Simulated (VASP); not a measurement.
# AlP in VASP: further runs

Runs on AlP. Level: r2SCAN. Tasks: single point, relaxation of the atoms.

All numbers are computed with VASP 6.6.1; they aren't measurements. Logs are shortened: lines on timing, memory, paths and dates and some standing lists are left out, and cuts for length are marked.

## 1. The cell of the first run

The cell holds a slab with vacuum, 6 atoms: a = 3.874 Å, b = 3.874 Å, c = 24.117 Å, α = 90.00°, β = 90.00°, γ = 120.00°.

## 2. Single point, r2SCAN

File POSCAR:

```
AlP
1.0
    3.8738995429      0.0000000000      0.0000000000
   -1.9369497715      3.3548954159      0.0000000000
    0.0000000000      0.0000000000     24.1168078962
P Al
3 3
Direct
    0.0000000000      0.0000000000      0.3524512878
    0.3333333333      0.6666666667      0.4836056986
    0.6666666667      0.3333333333      0.6158078132
    0.3333333333      0.6666666667      0.3852398905
    0.6666666667      0.3333333333      0.5118417296
    0.0000000000      0.0000000000      0.6397876795
```

File INCAR.step1:

```
ALGO     = Normal         # electronic algorithm
DIPOL    = 0.5 0.5 0.498
EDIFF    = 1E-5           # SCF threshold, eV
ENCUT    = 440            # plane-wave cutoff, eV
GGA      = PE             # functional
GGA_COMPAT= F            
IDIPOL   = 3            
ISMEAR   = 0              # smearing method
LASPH    = T              # aspherical terms in the spheres
LCHARG   = F              # write CHGCAR
LDIPOL   = T            
LREAL    = F              # projectors in reciprocal space
LWAVE    = T              # write WAVECAR
NBANDS   = 21             # bands
NELM     = 120            # most SCF steps
NELMDL   = -8           
PREC     = Accurate       # precision mode
SIGMA    = 0.05           # smearing width, eV
```

File INCAR.step2:

```
ALGO     = Normal         # electronic algorithm
DIPOL    = 0.5 0.5 0.498
EDIFF    = 1E-6           # SCF threshold, eV
ENCUT    = 440            # plane-wave cutoff, eV
GGA_COMPAT= F            
IDIPOL   = 3            
ISIF     = 2              # what is computed and relaxed
ISMEAR   = 0              # smearing method
ISTART   = 1            
LASPH    = T              # aspherical terms in the spheres
LCHARG   = F              # write CHGCAR
LDIPOL   = T            
LMIXTAU  = T            
LREAL    = F              # projectors in reciprocal space
LWAVE    = F              # write WAVECAR
METAGGA  = R2SCAN         # meta-GGA
NBANDS   = 21             # bands
NELM     = 120            # most SCF steps
PREC     = Accurate       # precision mode
SIGMA    = 0.05           # smearing width, eV
```

File KPOINTS:

```
k-points
0
Gamma
  9 9 1
```

Potentials or basis: VASP PAW PBE potentials, release 64 (P, Al).

Launch:

```
cat potpaw_PBE.64/P/POTCAR potpaw_PBE.64/Al/POTCAR > POTCAR
cp INCAR.step1 INCAR
mpirun -np 1 vasp_std > vasp.out
cp INCAR.step2 INCAR
mpirun -np 1 vasp_std > vasp.out
```

OUTCAR:

```text
EDIFF = 1E-6
   ENCUT = 440
   ISIF = 2
   ISMEAR = 0
   ISTART = 1
   LASPH = T
   LREAL = F
   METAGGA = R2SCAN
   NELM = 120
   PREC = Accurate

 ion  position               nearest neighbor table
   1  0.000  0.000  0.352-   4 2.37   4 2.37   4 2.37
   2  0.333  0.667  0.484-   5 2.34   5 2.34   5 2.34   4 2.37
   3  0.667  0.333  0.616-   6 2.31   6 2.31   6 2.31   5 2.51
   4  0.333  0.667  0.385-   2 2.37   1 2.37   1 2.37   1 2.37
   5  0.667  0.333  0.512-   2 2.34   2 2.34   2 2.34   3 2.51
   6  0.000  0.000  0.640-   3 2.31   3 2.31   3 2.31

  LATTYP: Found a hexagonal cell.
 ALAT       =     3.8738995429
 C/A-ratio  =     6.2254603221

  Lattice vectors:

 A1 = (   3.8738995429,   0.0000000000,   0.0000000000)
 A2 = (  -1.9369497715,   3.3548954159,   0.0000000000)
 A3 = (   0.0000000000,   0.0000000000,  24.1168078962)

Analysis of symmetry for initial positions (statically):
=====================================================================
 Subroutine PRICEL returns:
 Original cell was already a primitive cell.

 Routine SETGRP: Setting up the symmetry group for a
 hexagonal supercell.

 Subroutine GETGRP returns: Found  6 space group operations
 (whereof  6 operations were pure point group operations)
 out of a pool of 24 trial point group operations.

The static configuration has the point symmetry C_3v.

Analysis of symmetry for dynamics (positions and initial velocities):
=====================================================================
 Subroutine PRICEL returns:
 Original cell was already a primitive cell.

 Routine SETGRP: Setting up the symmetry group for a
 hexagonal supercell.

 Subroutine GETGRP returns: Found  6 space group operations
 (whereof  6 operations were pure point group operations)
 out of a pool of 24 trial point group operations.

The dynamic configuration has the point symmetry C_3v.

 Subroutine INISYM returns: Found  6 space group operations
 (whereof  6 operations are pure point group operations),
 and found     1 'primitive' translations

----------------------------------------------------------------------------------------

                                     Primitive cell

  volume of cell :     313.4348
[... 88 lines left out ...]
   IBRION =     -1    ionic relax: 0-MD 1-quasi-New 2-CG
   NFREE  =      0    steps in history (QN), initial steepest desc. (CG)
   ISIF   =      2    stress and relaxation
   ISYM   =      2    0-nonsym 1-usesym 2-fastsym
   POTIM  = 0.5000    time-step for ionic-motion
   TEBEG  =    0.0;   TEEND  =   0.0 temperature during run
   PSTRESS=    0.0 pullay stress
   NELECT =      24.0000    total number of electrons
   NUPDOWN=      -1.0000    fix difference up-down
   EMIN   =  10.00;   EMAX   =-10.00  energy-range for DOS
   EFERMI =   0.00;   METHOD = LEGACY
   ISMEAR =     0;   SIGMA  =   0.05  broadening in eV -4-tet -1-fermi 0-gaus
   EFERMI_NEDOS =   21; number of points for ismear=-14 and -15
   IALGO  =     38    algorithm
   IMIX   =      4    mixing-type and parameters
     AMIX     =   0.40;   BMIX     =  1.00
     AMIX_MAG =   1.60;   BMIX_MAG =  1.00
  volume/ion in A,a.u.               =      52.24       352.53
  Fermi-wavevector in a.u.,A,eV,Ry     =   0.695178  1.313696  6.575326  0.483273
  Thomas-Fermi vector in A             =   1.777878
   LORBIT       =      0    0 simple, 1 ext, 2 COOP (PROOUT), +10 PAW based schemes
   METAGGA = R2SCAN    functional components
   LHFCALC =     F    Hartree Fock is set to
   AEXX    =    0.0000 exact exchange contribution
   IVDW    =     0    specifies the selected vdW correction
   LEPSILON=     F    determine dielectric tensor
   LRPA    =     F    only Hartree local field effects (RPA)
 non-spin polarized calculation
 Gauss-broadening in eV      SIGMA  =   0.05
  energy-cutoff  :      440.00
  volume of cell :      313.43
 maximum number of plane-waves:      6611
 NGX is ok and might be reduce to    28
   NGX = 13   NGY = 13   NGZ = 83

 number of electron      24.0000000 magnetization

 dipolmoment           0.000000      0.000000     -0.243997 electrons x Angstroem

 Free energy of the ion-electron system (eV)
  ---------------------------------------------------
  ext. energy  EPLUGINS =         0.00000000
  ---------------------------------------------------
  free energy    TOTEN  =       -48.67879907 eV

  energy without entropy =      -48.67490729  energy(sigma->0) =      -48.67685318

 E-fermi :  -0.8134     XC(G=0):  -4.2784

 val. band max:       -0.8276588159   @ k =   0.1111  -0.0000   0.0000
 cond. band min:      -0.7066460975   @ k =   0.4444   0.0000   0.0000
 fundamental gap:      0.1210127185
 Fermi energy:        -0.8134150767

 k-point     1 :       0.0000    0.0000    0.0000
  band No.  band energies     occupation
      1     -14.4344      2.00000
      2     -13.1839      2.00000
      3     -11.2106      2.00000
      4      -7.0376      2.00000
      5      -4.7212      2.00000
      6      -3.7685      2.00000
[... 277 lines left out ...]
     20       5.2063      0.00000
     21       5.6854      0.00000

------------------------ aborting loop because EDIFF is reached ----------------------------------------

 vacuum level on the upper side and lower side of the slab       (xc-potential included)        -1.705         1.622

  FORCE on cell =-STRESS in cart. coord.  units (eV):
  Direction    XX          YY          ZZ          XY          YZ          ZX
  --------------------------------------------------------------------------------------
  -------------------------------------------------------------------------------------
  Total       -0.3487845     -0.3487845      0.9708364      0.0000000      0.0000000     -0.0000000
  in kB       -1.7828740     -1.7828740      4.9626023      0.0000000      0.0000000     -0.0000000
  external PRESSURE =       0.4656181 kB  Pullay stress =       0.0000000 kB

 VOLUME and BASIS-vectors are now :
 -----------------------------------------------------------------------------
  energy-cutoff  :      440.00
  volume of cell :      313.43
      direct lattice vectors                 reciprocal lattice vectors
     3.873899543  0.000000000  0.000000000     0.258137824  0.149035942  0.000000000
    -1.936949771  3.354895416  0.000000000     0.000000000  0.298071885  0.000000000
     0.000000000  0.000000000 24.116807896     0.000000000  0.000000000  0.041464857

 POSITION                                       TOTAL-FORCE (eV/Angst)
 -----------------------------------------------------------------------------------
      0.00000      0.00000      8.50000         0.000000     -0.000000      0.596078
     -0.00000      2.23660     11.66303         0.000000     -0.000000      0.627589
      1.93695      1.11830     14.85132        -0.000000     -0.000000      0.011255
     -0.00000      2.23660      9.29076        -0.000000     -0.000000     -1.221736
      1.93695      1.11830     12.34399        -0.000000     -0.000000      0.008714
      0.00000      0.00000     15.42964        -0.000000      0.000000     -0.021899
 -----------------------------------------------------------------------------------
    total drift:                               -0.000002      0.000003     -0.002587

  FREE ENERGIE OF THE ION-ELECTRON SYSTEM (eV)
  ---------------------------------------------------
  free  energy   TOTEN  =       -48.6787990676 eV

  energy  without entropy=      -48.6749072893  energy(sigma->0) =      -48.67685318

 vacuum level on the upper side and lower side of the slab         2.266         5.669
```

OSZICAR.step1:

```text
N       E                     dE             d eps       ncg     rms          rms(c)
DAV:   1     0.109237243560E+03    0.10924E+03   -0.72603E+03   504   0.731E+02
DAV:   2    -0.175817762359E+02   -0.12682E+03   -0.12253E+03   719   0.135E+02
DAV:   3    -0.305503654659E+02   -0.12969E+02   -0.12854E+02   643   0.472E+01
[... 19 lines left out ...]
DAV:  23    -0.285217580724E+02    0.25373E-04   -0.10794E-03   627   0.751E-02    0.363E-02
DAV:  24    -0.285218477510E+02   -0.89679E-04   -0.72555E-05   751   0.347E-02    0.190E-02
DAV:  25    -0.285219783014E+02   -0.13055E-03   -0.41376E-04   557   0.309E-02    0.508E-02
DAV:  26    -0.285219505920E+02    0.27709E-04   -0.40626E-04   538   0.307E-02    0.256E-02
DAV:  27    -0.285219595552E+02   -0.89632E-05   -0.67771E-06   481   0.110E-02
   1 F= -.28521960E+02 E0= -.28519996E+02  d E =-.392648E-02
```

Wall time 5.9 min (1 thread of AMD EPYC 9R45 (Zen 5), shared host); peak memory 0.36 GiB.

What came out:

```yaml
Free_energy: -48.6788 eV
Largest_force: 1.222 eV/Å
Band_gap_on_the_k_mesh: zero (bands 12 and 13 overlap by 0.17 eV)
```

Forces on the atoms (eV/Å):
```
P    0.000  0.000  0.596
P    0.000  0.000  0.628
P    0.000  0.000  0.011
Al   0.000  0.000 -1.222
Al   0.000  0.000  0.009
Al   0.000  0.000 -0.022
```

Levels at points of the mesh, in eV from the Fermi level:
| k point | band 9 | band 10 | band 11 | band 12 | band 13 | band 14 | band 15 | band 16 |
| --- | --- | --- | --- | --- | --- | --- | --- | --- |
| (0.00, 0.00, 0.00) | -1.75 | -0.75 | 0.15 | 0.15 | 0.55 | 1.53 | 2.72 | 3.06 |

Caveat: the PAW data sets were made with another functional, which shifts forces and pressure a little.

## 3. Relaxation of the atoms, r2SCAN

File POSCAR:

```
AlP
1.0
    3.8738995429      0.0000000000      0.0000000000
   -1.9369497715      3.3548954159      0.0000000000
    0.0000000000      0.0000000000     24.1168078962
P Al
3 3
Selective dynamics
Direct
    0.0000000000      0.0000000000      0.3524512878  F F F
    0.3333333333      0.6666666667      0.4836056986  F F F
    0.6666666667      0.3333333333      0.6147601095  T T T
    0.3333333333      0.6666666667      0.3852398905  F F F
    0.6666666667      0.3333333333      0.5163943014  T T T
    0.0000000000      0.0000000000      0.6475487122  T T T
```

File INCAR.step1:

```
ALGO = Normal
DIPOL = 0.5 0.5 0.500
EDIFF = 1E-5
EDIFFG = -0.01
ENCUT = 500
GGA = PE
GGA_COMPAT = F
IBRION = 2
IDIPOL = 3
ISMEAR = 0
LASPH = T
LCHARG = F
LDIPOL = T
LREAL = F
LWAVE = T
NELM = 120
NELMDL = -8
NELMIN = 4
NSW = 100
PREC = Accurate
SIGMA = 0.05
```

File INCAR.step2:

```
ALGO = Normal
DIPOL = 0.5 0.5 0.500
EDIFF = 1E-7
EDIFFG = -0.03
ENCUT = 500
GGA_COMPAT = F
IBRION = 2
IDIPOL = 3
ISIF = 2
ISMEAR = 0
ISTART = 1
LASPH = T
LCHARG = F
LDIPOL = T
LMIXTAU = T
LREAL = F
LWAVE = F
METAGGA = R2SCAN
NELM = 120
NELMIN = 4
NSW = 90
PREC = Accurate
SIGMA = 0.05
```

KPOINTS is that of step 2.

Potentials or basis: VASP PAW PBE potentials, release 64 (P, Al).

Launch:

```
cat potpaw_PBE.64/P/POTCAR potpaw_PBE.64/Al/POTCAR > POTCAR
cp INCAR.step1 INCAR
mpirun -np 1 vasp_std > vasp.out
cp INCAR.step2 INCAR
mpirun -np 1 vasp_std > vasp.out
```

OUTCAR:

```text
EDIFF = 1E-7
   EDIFFG = -0.03
   ENCUT = 500
   IBRION = 2
   ISIF = 2
   ISMEAR = 0
   ISTART = 1
   LASPH = T
   LREAL = F
   METAGGA = R2SCAN
   NELM = 120
   NELMIN = 4
   NSW = 90
   PREC = Accurate

 ion  position               nearest neighbor table
   1  0.000  0.000  0.352-   4 2.37   4 2.37   4 2.37
   2  0.333  0.667  0.484-   4 2.37   5 2.37   5 2.37   5 2.37
   3  0.667  0.333  0.615-   5 2.37   6 2.37   6 2.37   6 2.37
   4  0.333  0.667  0.385-   2 2.37   1 2.37   1 2.37   1 2.37
   5  0.667  0.333  0.516-   3 2.37   2 2.37   2 2.37   2 2.37
   6  0.000  0.000  0.648-   3 2.37   3 2.37   3 2.37

  LATTYP: Found a hexagonal cell.
 ALAT       =     3.8738995429
 C/A-ratio  =     6.2254603221
[... 404 lines left out ...]

  energy without entropy =      -48.67576462  energy(sigma->0) =      -48.67770702

 E-fermi :  -0.7995     XC(G=0):  -4.2797

 val. band max:       -0.8130757079   @ k =   0.1111  -0.0000   0.0000
 cond. band min:      -0.6930787516   @ k =   0.4444   0.0000   0.0000
 fundamental gap:      0.1199969563
 Fermi energy:        -0.7994956496

 k-point     1 :       0.0000    0.0000    0.0000
  band No.  band energies     occupation
      1     -14.4509      2.00000
      2     -13.1694      2.00000
      3     -11.1960      2.00000
      4      -7.0350      2.00000
      5      -4.7056      2.00000
      6      -3.7930      2.00000
[... 207 lines left out ...]
      5      -7.1698      2.00000
      6      -6.6570      2.00000
[... 8 lines left out ...]
     15       1.9781      0.00000
     16       2.9926      0.00000

------------------------ aborting loop because EDIFF is reached ----------------------------------------

 vacuum level on the upper side and lower side of the slab       (xc-potential included)        -1.666         1.657

  FORCE on cell =-STRESS in cart. coord.  units (eV):
  Direction    XX          YY          ZZ          XY          YZ          ZX
  --------------------------------------------------------------------------------------
  -------------------------------------------------------------------------------------
  Total       -0.2997479     -0.2997479      1.0422794      0.0000000      0.0000000      0.0000000
  in kB       -1.5322143     -1.5322143      5.3277957      0.0000000      0.0000000      0.0000000
  external PRESSURE =       0.7544557 kB  Pullay stress =       0.0000000 kB
[... 21 lines left out ...]
  FREE ENERGIE OF THE ION-ELECTRON SYSTEM (eV)
  ---------------------------------------------------
  free  energy   TOTEN  =       -48.6796494159 eV

  energy  without entropy=      -48.6757646224  energy(sigma->0) =      -48.67770702

 reached required accuracy - stopping structural energy minimisation

 vacuum level on the upper side and lower side of the slab         2.322         5.721
```

OUTCAR.step1:

```text
EDIFF = 1E-5
   EDIFFG = -0.01
   ENCUT = 500
   GGA = PE
   IBRION = 2
   ISMEAR = 0
   LASPH = T
[... 666 lines left out ...]
  Total        0.6181166      0.6181166      1.3075758     -0.0000000      0.0000000     -0.0000000
  in kB        3.1596123      3.1596123      6.6839053     -0.0000000      0.0000000     -0.0000000
  external PRESSURE =       4.3343767 kB  Pullay stress =       0.0000000 kB
[... 21 lines left out ...]
  FREE ENERGIE OF THE ION-ELECTRON SYSTEM (eV)
  ---------------------------------------------------
  free  energy   TOTEN  =       -28.5269753777 eV

  energy  without entropy=      -28.5230210028  energy(sigma->0) =      -28.52499819

 reached required accuracy - stopping structural energy minimisation

 vacuum level on the upper side and lower side of the slab         2.399         5.375
```

Wall time 48 min (1 thread of AMD EPYC 9R45 (Zen 5), shared host); peak memory 0.44 GiB.

What came out:

* Free energy: -48.6796 eV
* Energy gained by relaxing: 19.5 meV/atom
* Ionic steps: 11
* Band gap on the k mesh: zero (bands 12 and 13 overlap by 0.17 eV)

The path:
```csv
step,energy change (eV),largest force on free atoms (eV/Å),pressure (GPa)
1,0.0000,1.1317,-0.43
2,-0.0830,0.3911,-0.37
3,-0.1016,0.1921,-0.27
4,-0.1017,0.2003,-0.28
5,-0.1042,0.1661,-0.25
6,-0.1090,0.1060,-0.18
7,-0.1067,0.2659,-0.04
8,-0.1100,0.1288,-0.13
9,-0.1130,0.0980,-0.08
10,-0.1170,0.0320,0.05
11,-0.1171,0.0181,0.08
```

Final structure:
```yaml
crystal:
  lattice:
    - [3.87390, 0.00000, 0.00000]
    - [-1.93695, 3.35490, 0.00000]
    - [0.00000, 0.00000, 24.11681]
  atoms:
    - { symbol: P, position: [0.00000, 0.00000, 0.35245] }
    - { symbol: P, position: [0.33333, 0.66667, 0.48361] }
    - { symbol: P, position: [0.66667, 0.33333, 0.61571] }
    - { symbol: Al, position: [0.33333, 0.66667, 0.38524] }
    - { symbol: Al, position: [0.66667, 0.33333, 0.51191] }
    - { symbol: Al, position: [0.00000, 0.00000, 0.63922] }
```

Caveat: the PAW data sets were made with another functional, which shifts forces and pressure a little.

The gap in the log of VASP goes by the Fermi energy; the results here count the filled bands.